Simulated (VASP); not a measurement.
# Na2Au: relaxation of cell and atoms with LDA

The system is Na2Au.

```xyz
6
Lattice="-3.5556 3.5556 2.7410 3.5556 -3.5556 2.7410 3.5556 3.5556 -2.7410" Properties=species:S:1:pos:R:3 pbc="T T T"
Na    1.2251    4.7807    0.0000
Na    2.3305    1.2251    0.0000
Na    2.3305   -1.2251    2.7410
Na    1.2251    2.3305    2.7410
Au    0.0000    0.0000    1.3705
Au    0.0000    0.0000    4.1115
```

```yaml
Program: VASP 6.6.1
Task: relaxation of cell and atoms
Functional: LDA
Potentials_or_basis: VASP PAW LDA potentials, release 64 (Na_pv, Au)
Cutoff: 500 eV
k_mesh: 8 × 8 × 8
Occupations: gaussian, width 0.1 eV
Spin: no spin polarisation
Dipole_correction: no
Further_INCAR_settings: ALGO = Normal; EDIFF = 1e-07; IBRION = 2; EDIFFG = -0.005; NSW = 100; ISIF = 3
```

```
Relaxed volume                        : 23.14 Å³/atom
Relaxed cell                          : a = 5.730 Å, b = 5.730 Å, c = 5.730 Å, α = 103.26°, β = 103.26°, γ = 122.76°
Space group after relaxing (to 0.1 Å) : I4/mcm (No. 140)
Energy gained by relaxing             : 0.0 meV/atom
Ionic steps                           : 3
Pressure after relaxing               : 0.0 GPa
Band gap on the k mesh                : zero (bands 25 and 26 overlap by 2.05 eV)
```

Final structure:
```
CELL_PARAMETERS angstrom
-3.55659 3.55659 2.74438
3.55659 -3.55659 2.74438
3.55659 3.55659 -2.74438
ATOMIC_POSITIONS crystal
Na 0.67226 0.17226 0.84451
Na 0.17226 0.32774 0.50000
Na 0.32774 0.82774 0.15549
Na 0.82774 0.67226 0.50000
Au 0.25000 0.25000 0.00000
Au 0.75000 0.75000 0.00000
```

Levels at points of the mesh, in eV from the Fermi level:
| k point | band 22 | band 23 | band 24 | band 25 | band 26 | band 27 | band 28 | band 29 |
| --- | --- | --- | --- | --- | --- | --- | --- | --- |
| (0.00, 0.00, 0.00) | -2.93 | -2.93 | 0.81 | 0.81 | 0.90 | 1.35 | 2.24 | 2.77 |
| (0.50, 0.00, 0.00) | -4.11 | -4.01 | -4.01 | 0.20 | 0.20 | 1.13 | 1.13 | 3.82 |
| (0.50, 0.50, 0.00) | -2.93 | -2.93 | -2.59 | 0.80 | 1.55 | 1.73 | 1.78 | 2.90 |
| (0.50, 0.50, 0.50) | -2.93 | -2.93 | -1.44 | -1.44 | 0.04 | 0.09 | 1.10 | 4.92 |

Run time: 3.5 min on 1 thread of Intel(R) Xeon(R) 6975P-C (Granite Rapids), on a shared host, peak memory 0.34 GiB.

Caveat: spin-orbit coupling is left out, which moves the levels of the heavy elements.
